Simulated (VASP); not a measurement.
Wanted: the native input for a VASP 6.6.1 run.

- Task: single point
- Functional: PBE
- Potentials or basis: VASP PAW PBE potentials, release 64 (Ge_d)
- Cutoff: 520 eV
- k mesh: 6 × 6 × 2
- Occupations: gaussian, width 0.1 eV
- Spin: no spin polarisation
- Dipole correction: no
- Further INCAR settings: ALGO = Normal; EDIFF = 1e-06; NBANDS = 36

The structure of Ge lies in POSCAR:

```
Ge
1.0
    2.4401834143     -2.0410391956      0.0000000000
    2.4401834143      2.0410391956      0.0000000000
    0.0000000000      0.0000000000      7.7963260530
Ge
4
Direct
    0.7518528360      0.2481471640      0.1246669213
    0.7481471640      0.2518528360      0.6246669213
    0.2481471640      0.7518528360      0.8753330787
    0.2518528360      0.7481471640      0.3753330787
```

These files were run (other wordings do the same):

INCAR

```
SYSTEM = Ge
ALGO = Normal ; EDIFF = 1E-6
ENCUT = 520 ; GGA = PE
ISIF = 2 ; ISMEAR = 0
LASPH = .TRUE. ; LCHARG = .TRUE.
LELF = .TRUE. ; LREAL = .FALSE.
LVHAR = .TRUE. ; LWAVE = .FALSE.
NBANDS = 36 ; NELM = 80
PREC = Accurate ; SIGMA = 0.1
```

KPOINTS

```
k-points
0
G
  6 6 2
  0 0 0
```

Potentials or basis: VASP PAW PBE potentials, release 64 (Ge_d).

The run is started by

```sh
$ cat potpaw_PBE.64/Ge_d/POTCAR > POTCAR
$ mpirun -np 1 vasp_std > vasp.out
```

Results of the run:

```
Pressure               : -0.2 GPa
Largest force          : 0.030 eV/Å
Band gap on the k mesh : zero (bands 28 and 29 overlap by 4.92 eV)
```

Caveat: the k points lie up to 0.40 Å⁻¹ apart, too coarse for converged energies and pressures of a metal.

Run time: 69 s on 1 thread of Intel Xeon 8259CL, with other jobs on the host, peak memory 0.2 GiB.
